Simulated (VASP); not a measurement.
# Al in VASP: a series of runs

Al is run at these levels: PBE; tasks: single point, relaxation of cell and atoms.

All numbers are computed with VASP 6.6.1; they aren't measurements. Logs are shortened: lines on timing, memory, paths and dates and some standing lists are left out, and cuts for length are marked.

## (1) The cell of the first run

The typed cell holds 4 atoms: a = 2.867 Å, b = 2.867 Å, c = 9.476 Å, α = 98.65°, β = 98.65°, γ = 59.88°.

## (2) Single point, PBE

INCAR

```
SYSTEM = Al
  PREC = Accurate
  ENCUT = 520
  EDIFF = 1E-7
  ISMEAR = 0
  SIGMA = 0.1
  LREAL = .FALSE.
  LASPH = .TRUE.
  NELM = 80
  ALGO = Fast
  ISIF = 2
  LWAVE = .FALSE.
  LCHARG = .TRUE.
  GGA = PE
  LELF = .TRUE.
  LVHAR = .TRUE.
  NBANDS = 14
```

KPOINTS

```
regular mesh
0
G
  18 18 6
  0 0 0
```

POSCAR

```
Al
1.0
    2.4837234112     -1.4306682126      0.0472529311
    2.4837234112      1.4306682126      0.0472529311
   -1.8210282229      0.0000000000      9.2996496489
Al
4
Direct
    0.2077162356      0.2077162356      0.1237806697
    0.7922837644      0.7922837644      0.8762193303
    0.3758991548      0.3758991548      0.6263760358
    0.6241008452      0.6241008452      0.3736239642
```

Potentials or basis: VASP PAW PBE potentials, release 64 (Al).

Run with:

```
$ cat potpaw_PBE.64/Al/POTCAR > POTCAR
$ mpirun -np 1 vasp_std > vasp.out
```

OUTCAR:

```text
SYSTEM = Al
   PREC = Accurate
   ENCUT = 520
   EDIFF = 1E-7
   ISMEAR = 0
   LREAL = .FALSE.
   LASPH = .TRUE.
   NELM = 80
   ISIF = 2
   GGA = PE

 ion  position               nearest neighbor table
   1  0.208  0.208  0.124-   2 2.84   2 2.84   2 2.84   4 2.86   4 2.86   4 2.86
   2  0.792  0.792  0.876-   1 2.84   1 2.84   1 2.84   3 2.86   3 2.86   3 2.86
   3  0.376  0.376  0.626-   2 2.86   2 2.86   2 2.86   4 2.88   4 2.88   4 2.88
   4  0.624  0.624  0.374-   1 2.86   1 2.86   1 2.86   3 2.88   3 2.88   3 2.88

  LATTYP: Found a base centered monoclinic cell.
 ALAT       =     4.9683457299
 B/A-ratio  =     0.5759133081
 C/A-ratio  =     1.9073283236
 COS(beta)  =    -0.1734654224

  Lattice vectors:

 A1 = (   2.4837234112,  -1.4306682126,   0.0472529311)
 A2 = (   2.4837234112,   1.4306682126,   0.0472529311)
 A3 = (  -1.8210282229,   0.0000000000,   9.2996496489)

Analysis of symmetry for initial positions (statically):
=====================================================================
 Subroutine PRICEL returns:
 Original cell was already a primitive cell.

 Routine SETGRP: Setting up the symmetry group for a
 base centered monoclinic supercell.

 Subroutine GETGRP returns: Found  4 space group operations
 (whereof  4 operations were pure point group operations)
 out of a pool of  4 trial point group operations.

The static configuration has the point symmetry C_2h.

Analysis of symmetry for dynamics (positions and initial velocities):
=====================================================================
 Subroutine PRICEL returns:
 Original cell was already a primitive cell.

 Routine SETGRP: Setting up the symmetry group for a
 base centered monoclinic supercell.

 Subroutine GETGRP returns: Found  4 space group operations
 (whereof  4 operations were pure point group operations)
 out of a pool of  4 trial point group operations.

The dynamic configuration has the point symmetry C_2h.

 Subroutine INISYM returns: Found  4 space group operations
 (whereof  4 operations are pure point group operations),
 and found     1 'primitive' translations

----------------------------------------------------------------------------------------

                                     Primitive cell

  volume of cell :      66.3367

  direct lattice vectors                    reciprocal lattice vectors
     2.483723411 -1.430668213  0.047252931     0.200563477 -0.349487041  0.039273711
     2.483723411  1.430668213  0.047252931     0.200563477  0.349487041  0.039273711
    -1.821028223  0.000000000  9.299649649    -0.002038187  0.000000000  0.107131821

  length of vectors
     2.866692582  2.866692582  9.476266532     0.404857165  0.404857165  0.107151208

  position of ions in fractional coordinates (direct lattice)
     0.207716236  0.207716236  0.123780670
     0.792283764  0.792283764  0.876219330
     0.375899155  0.375899155  0.626376036
     0.624100845  0.624100845  0.373623964

  ion indices of the primitive-cell ions
   primitive index   ion index
                 1           1
                 2           2
                 3           3
                 4           4

----------------------------------------------------------------------------------------

 KPOINTS: regular mesh

Automatic generation of k-mesh.
 Grid dimensions read from file:
 generate k-points for:   18   18    6

 Generating k-lattice:

  Cartesian coordinates                     Fractional coordinates (reciprocal lattice)
     0.011142415 -0.019415947  0.002181873     0.055555556  0.000000000  0.000000000
     0.011142415  0.019415947  0.002181873     0.000000000  0.055555556  0.000000000
    -0.000339698  0.000000000  0.017855304     0.000000000  0.000000000  0.166666667

  Length of vectors
     0.022492065  0.022492065  0.017858535

  Shift w.r.t. Gamma in fractional coordinates (k-lattice)
     0.000000000  0.000000000  0.000000000

 Subroutine IBZKPT returns following result:
 ===========================================

 Found    524 irreducible k-points:

 Following reciprocal coordinates:
            Coordinates               Weight
  0.000000  0.000000  0.000000      1.000000
  0.055556 -0.000000  0.000000      4.000000
  0.111111 -0.000000  0.000000      4.000000
  0.166667 -0.000000 -0.000000      4.000000
  0.222222 -0.000000  0.000000      4.000000
  0.277778  0.000000  0.000000      4.000000
[... 16 lines left out ...]
 -0.277778  0.055556  0.000000      4.000000
 -0.222222  0.055556  0.000000      4.000000
 [... further k-points ...]
   k-points           NKPTS =    524   k-points in BZ     NKDIM =    524   number of bands    NBANDS=     14
   number of dos      NEDOS =    301   number of ions     NIONS =      4
   total plane-waves  NPLWV =  40320
   dimension x,y,z NGX =    24 NGY =   24 NGZ =   70
   dimension x,y,z NGXF=    48 NGYF=   48 NGZF=  140
   ions per type =               4
   NGX,Y,Z   is equivalent  to a cutoff of  13.92, 13.92, 12.28 a.u.
   NGXF,Y,Z  is equivalent  to a cutoff of  27.84, 27.84, 24.56 a.u.
 SYSTEM =  Al
   PREC   = accura    normal or accurate (medium, high low for compatibility)
   ISTART =      0    job   : 0-new  1-cont  2-samecut
   ICHARG =      2    charge: 1-file 2-atom 10-const
   ISPIN  =      1    spin polarized calculation?
   LNONCOLLINEAR =      F non collinear calculations
   LSORBIT =      F    spin-orbit coupling
   LASPH  =      T    aspherical Exc in radial PAW
   ENCUT  =  520.0 eV  38.22 Ry    6.18 a.u.   5.33  5.33 17.62*2*pi/ulx,y,z
   NELM   =     80;   NELMIN=  2; NELMDL= -5     # of ELM steps
   EDIFF  = 0.1E-06   stopping-criterion for ELM
   LREAL  =      F    real-space projection
   EDIFFG = 0.1E-05   stopping-criterion for IOM
   NSW    =      0    number of steps for IOM
   IBRION =     -1    ionic relax: 0-MD 1-quasi-New 2-CG
   NFREE  =      0    steps in history (QN), initial steepest desc. (CG)
   ISIF   =      2    stress and relaxation
   ISYM   =      2    0-nonsym 1-usesym 2-fastsym
   POTIM  = 0.5000    time-step for ionic-motion
   TEBEG  =    0.0;   TEEND  =   0.0 temperature during run
   PSTRESS=    0.0 pullay stress
   NELECT =      12.0000    total number of electrons
   NUPDOWN=      -1.0000    fix difference up-down
   EMIN   =  10.00;   EMAX   =-10.00  energy-range for DOS
   EFERMI =   0.00;   METHOD = LEGACY
   ISMEAR =     0;   SIGMA  =   0.10  broadening in eV -4-tet -1-fermi 0-gaus
   EFERMI_NEDOS =   21; number of points for ismear=-14 and -15
   IALGO  =     68    algorithm
   IMIX   =      4    mixing-type and parameters
     AMIX     =   0.40;   BMIX     =  1.00
     AMIX_MAG =   1.60;   BMIX_MAG =  1.00
  volume/ion in A,a.u.               =      16.58       111.92
  Fermi-wavevector in a.u.,A,eV,Ry     =   0.925871  1.749643 11.663430  0.857238
  Thomas-Fermi vector in A             =   2.051773
   LORBIT       =      0    0 simple, 1 ext, 2 COOP (PROOUT), +10 PAW based schemes
   GGA     = PE    functional components
   LHFCALC =     F    Hartree Fock is set to
   AEXX    =    0.0000 exact exchange contribution
   IVDW    =     0    specifies the selected vdW correction
   LEPSILON=     F    determine dielectric tensor
   LRPA    =     F    only Hartree local field effects (RPA)
 non-spin polarized calculation
 RMM-DIIS sequential band-by-band and
 Gauss-broadening in eV      SIGMA  =   0.10
  energy-cutoff  :      520.00
  volume of cell :       66.34
 maximum number of plane-waves:      1815
 NGX is ok and might be reduce to    24

 number of electron      12.0000000 magnetization

 Free energy of the ion-electron system (eV)
  ---------------------------------------------------
  ext. energy  EPLUGINS =         0.00000000
  ---------------------------------------------------
  free energy    TOTEN  =       -14.93695225 eV

  energy without entropy =      -14.92949173  energy(sigma->0) =      -14.93322199

 E-fermi :   7.9185     XC(G=0): -10.1787

 val. band max:        7.9120588047   @ k =  -0.2778   0.2778   0.1667
 cond. band min:       7.9199947328   @ k =  -0.2222   0.2222   0.5000
 fundamental gap:      0.0079359281
 Fermi energy:         7.9184814260

 k-point     1 :       0.0000    0.0000    0.0000
  band No.  band energies     occupation
      1      -3.1547      2.00000
      2      -1.4678      2.00000
      3      -1.4581      2.00000
      4       3.3898      2.00000
      5       3.6045      2.00000
      6      11.4237      0.00000
      7      11.4280      0.00000
      8      18.6389      0.00000
      9      18.6917      0.00000
     10      18.8712      0.00000
     11      18.9316      0.00000
     12      19.1741      0.00000
     13      19.2421      0.00000
     14      19.2676      0.00000

 k-point     2 :       0.0556   -0.0000    0.0000
  band No.  band energies     occupation
      1      -3.0798      2.00000
      2      -1.4509      2.00000
      3      -1.3271      2.00000
      4       3.4064      2.00000
      5       3.7303      2.00000
      6      11.3181      0.00000
      7      11.6556      0.00000
      8      17.1313      0.00000
      9      17.6147      0.00000
     10      17.7125      0.00000
     11      18.1173      0.00000
     12      19.0354      0.00000
     13      19.2734      0.00000
     14      19.5876      0.00000

 k-point     3 :       0.1111   -0.0000    0.0000
  band No.  band energies     occupation
      1      -2.8555      2.00000
      2      -1.2906      2.00000
      3      -1.0440      2.00000
      4       3.5172      2.00000
      5       4.0463      2.00000
      6      11.3347      0.00000
      7      11.9864      0.00000
      8      15.1053      0.00000
      9      15.6503      0.00000
     10      16.7771      0.00000
     11      17.1413      0.00000
     12      17.3953      0.00000
     13      18.3348      0.00000
     14      18.5244      0.00000

 k-point     4 :       0.1667   -0.0000   -0.0000
  band No.  band energies     occupation
      1      -2.4823      2.00000
      2      -0.9829      2.00000
      3      -0.6142      2.00000
      4       3.7595      2.00000
      5       4.5118      2.00000
      6      11.4622      0.00000
      7      12.2219      0.00000
      8      13.1968      0.00000
      9      13.8098      0.00000
     10      15.3648      0.00000
     11      15.9689      0.00000
     12      16.2865      0.00000
     13      16.8971      0.00000
     14      17.7407      0.00000

 k-point     5 :       0.2222   -0.0000    0.0000
  band No.  band energies     occupation
      1      -1.9616      2.00000
      2      -0.5290      2.00000
      3      -0.0393      2.00000
      4       4.1396      2.00000
      5       5.1135      2.00000
      6      10.9099      0.00000
      7      11.4482      0.00000
      8      11.9178      0.00000
      9      13.2566      0.00000
     10      13.5757      0.00000
     11      15.2765      0.00000
[... 276 lines left out ...]
 k-point    22 :      -0.3333    0.0556   -0.0000
  band No.  band energies     occupation
      1       0.0204      2.00000
      2       1.3720      2.00000
      3       1.9713      2.00000
      4       5.8428      2.00000
      5       6.3091      2.00000
      6       7.3049      2.00000
      7       7.5121      2.00000
      8       9.0257      0.00000
      9      11.2279      0.00000
     10      12.6286      0.00000
     11      13.0739      0.00000
     12      13.9280      0.00000
     13      14.4424      0.00000
     14      15.1704      0.00000

 k-point    23 :      -0.2778    0.0556    0.0000
  band No.  band energies     occupation
      1      -0.8593      2.00000
      2       0.5621      2.00000
      3       1.0467      2.00000
      4       5.1803      2.00000
      5       6.0870      2.00000
      6       8.3689      0.00000
      7       8.9773      0.00000
      8      10.6806      0.00000
      9      12.4773      0.00000
     10      12.6932      0.00000
     11      13.4325      0.00000
     12      13.9935      0.00000
     13      14.4021      0.00000
     14      15.9301      0.00000

 k-point    24 :      -0.2222    0.0556    0.0000
  band No.  band energies     occupation
      1      -1.5965      2.00000
      2      -0.1065      2.00000
      3       0.2596      2.00000
      4       4.5975      2.00000
      5       5.3402      2.00000
      6      10.0814      0.00000
      7      10.6668      0.00000
      8      12.1277      0.00000
      9      12.5888      0.00000
     10      13.4618      0.00000
     11      13.9153      0.00000
     12      14.0441      0.00000
     13      14.8779      0.00000
     14      16.5531      0.00000

 [... further k-points ...]

------------------------ aborting loop because EDIFF is reached ----------------------------------------

  FORCE on cell =-STRESS in cart. coord.  units (eV):
  Direction    XX          YY          ZZ          XY          YZ          ZX
  --------------------------------------------------------------------------------------
  -------------------------------------------------------------------------------------
  Total       -0.0057061     -0.0047480     -0.0288072      0.0000000      0.0000000      0.0087415
  in kB       -0.1378146     -0.1146735     -0.6957571      0.0000000      0.0000000      0.2111255
  external PRESSURE =      -0.3160817 kB  Pullay stress =       0.0000000 kB

 VOLUME and BASIS-vectors are now :
 -----------------------------------------------------------------------------
  energy-cutoff  :      520.00
  volume of cell :       66.34
      direct lattice vectors                 reciprocal lattice vectors
     2.483723411 -1.430668213  0.047252931     0.200563477 -0.349487041  0.039273711
     2.483723411  1.430668213  0.047252931     0.200563477  0.349487041  0.039273711
    -1.821028223  0.000000000  9.299649649    -0.002038187  0.000000000  0.107131821

 POSITION                                       TOTAL-FORCE (eV/Angst)
 -----------------------------------------------------------------------------------
      0.80641      0.00000      1.17075        -0.000824      0.000000     -0.000527
      2.34001      0.00000      8.22341         0.000824      0.000000      0.000527
      0.72661      0.00000      5.86060        -0.000929      0.000000      0.000712
      2.41981      0.00000      3.53355         0.000929      0.000000     -0.000712
 -----------------------------------------------------------------------------------
    total drift:                                0.000000     -0.000000     -0.000000

  FREE ENERGIE OF THE ION-ELECTRON SYSTEM (eV)
  ---------------------------------------------------
  free  energy   TOTEN  =       -14.9369522527 eV

  energy  without entropy=      -14.9294917346  energy(sigma->0) =      -14.93322199
```

It took 5.6 min on 1 thread of Intel Xeon Platinum 8259CL at 2.50GHz (Skylake/Cascade Lake), shared host; peak memory 0.46 GiB.

What came out:

| Property | Result |
| --- | --- |
| Free energy | -14.9370 eV |
| Pressure | 0.0 GPa |
| Band gap on the k mesh | zero (bands 6 and 7 overlap by 5.99 eV) |

## (3) Relaxation of cell and atoms, PBE

This run uses another cell than the first one: it holds 3 atoms, not 4.

INCAR

```
PREC     = Accurate       # precision mode
ENCUT    = 500            # plane-wave cutoff, eV
EDIFF    = 1E-7           # SCF threshold, eV
ISMEAR   = 0              # smearing method
SIGMA    = 0.1            # smearing width, eV
LREAL    = False          # projectors in reciprocal space
LASPH    = True           # aspherical terms in the spheres
NELM     = 120            # most SCF steps
ALGO     = Normal         # electronic algorithm
ISIF     = 3              # what is computed and relaxed
LWAVE    = False          # write WAVECAR
LCHARG   = False          # write CHGCAR
GGA      = PE             # functional
IBRION   = 2              # ionic algorithm
NSW      = 100            # ionic steps
EDIFFG   = -0.01          # ionic threshold
GGA_COMPAT= False        
NELMIN   = 4
```

KPOINTS

```
regular mesh
0
Gamma
  18 18 18
```

POSCAR

```
Al
1.0
    1.4365075757      0.8293680355      6.9492897620
   -1.4365075757      0.8293680355      6.9492897620
    0.0000000000     -1.6587360711      6.9492897620
Al
3
Direct
    0.0000000000      0.0000000000      0.0000000000
    0.2224402324      0.2224402324      0.2224402324
    0.7775597676      0.7775597676      0.7775597676
```

Potentials or basis: VASP PAW PBE potentials, release 64 (Al).

Run with:

```
$ cat potpaw_PBE.64/Al/POTCAR > POTCAR
$ mpirun -np 1 vasp_std > vasp.out
```

Run time: 50 min. Hardware: 1 thread of AMD EPYC 7R13, shared host; peak memory 0.52 GiB.

The run converged. Its results:

| Item | Value |
| --- | --- |
| Free energy | -11.1843 eV |
| Relaxed volume | 16.60 Å³/atom |
| Relaxed cell | a = 7.225 Å, b = 7.225 Å, c = 7.225 Å, α = 22.82°, β = 22.82°, γ = 22.82° |
| Space group after relaxing (to 0.1 Å) | R-3m (No. 166) |
| Energy gained by relaxing | 0.7 meV/atom |
| Ionic steps | 4 |
| Pressure after relaxing | 0.0 GPa |
| Largest force after relaxing | 0.003 eV/Å |
| Band gap on the k mesh | zero (an odd number of electrons rules out a gap without spin polarisation) |

Forces in eV/Å, atoms in the order of the input:
```
Al   0.000  0.000  0.000
Al   0.000  0.000  0.003
Al   0.000  0.000 -0.003
```

The path:
```tsv
step	energy change (eV)	largest force (eV/Å)	pressure (GPa)	volume (Å³)
1	0.0000	0.0108	0.22	49.68
2	-0.0013	0.0089	-0.04	49.84
3	-0.0018	0.0071	-0.32	50.03
4	-0.0021	0.0033	0.03	49.79
```

Final structure:
```xyz
3
Lattice="1.4295 0.8253 7.0337 -1.4295 0.8253 7.0337 0.0000 -1.6507 7.0337" Properties=species:S:1:pos:R:3 pbc="T T T"
Al    0.0000    0.0000    0.0000
Al    0.0000    0.0000    4.6955
Al    0.0000    0.0000   16.4056
```

Levels at points of the mesh, in eV from the Fermi level:
| k point | band 1 | band 2 | band 3 | band 4 | band 5 | band 6 | band 7 | band 8 |
| --- | --- | --- | --- | --- | --- | --- | --- | --- |
| (0.00, 0.00, 0.00) | -11.07 | -8.12 | -8.09 | 0.45 | 0.47 | 10.98 | 10.98 | 11.11 |
| (0.50, 0.00, 0.00) | -5.15 | -5.01 | -3.55 | -2.74 | -1.48 | -1.03 | 4.22 | 4.43 |
| (0.50, 0.50, 0.00) | -4.87 | -4.84 | -4.11 | -3.62 | -0.40 | 0.35 | 2.40 | 2.91 |
| (0.50, 0.50, 0.50) | -10.34 | -10.30 | -4.56 | -4.40 | 6.54 | 6.55 | 10.73 | 10.73 |
